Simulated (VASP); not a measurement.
Input of a VASP 6.6.1 run:

INCAR

```
ALGO = Normal
EDIFF = 1E-6
ENCUT = 520
GGA = RE
ISIF = 2
ISMEAR = -1
LASPH = T
LCHARG = F
LREAL = F
LWAVE = F
NBANDS = 25
NELM = 100
PREC = Accurate
SIGMA = 0.1
```

File KPOINTS:

```
k-points
0
Gamma
  10 10 15
```

POSCAR

```
Cr
1.0
    4.3098730604      0.0000000000      0.0000000000
   -2.1549365302      3.7324595574      0.0000000000
    0.0000000000      0.0000000000      2.3344254470
Cr
3
Direct
    0.0000000000      1.0000000000      0.0000000000
    0.3333333333      0.6666666667      0.5000000000
    0.6666666667      0.3333333333      0.5000000000
```

Potentials or basis: VASP PAW PBE potentials, release 64 (Cr_pv).

Run with:

```sh
$ cat potpaw_PBE.64/Cr_pv/POTCAR > POTCAR
$ mpirun -np 1 vasp_std > vasp.out
```

Question: Predict the pressure.

Answer: -8.4 GPa.

Question: Estimate the band gap on the k mesh.

Answer: Zero (bands 18 and 19 overlap by 0.61 eV).

Stress tensor (GPa, compression positive):
```
-8.35  0.00  0.00
 0.00 -8.35  0.00
 0.00  0.00 -8.43
```

Caveat: the cell stands under tension; the PAW data sets were made with another functional, which shifts forces and pressure a little; the run has no spin polarisation, though such a crystal can be magnetic. Spin polarisation is off, so any magnetic state and its effect on volume and gap are missing.
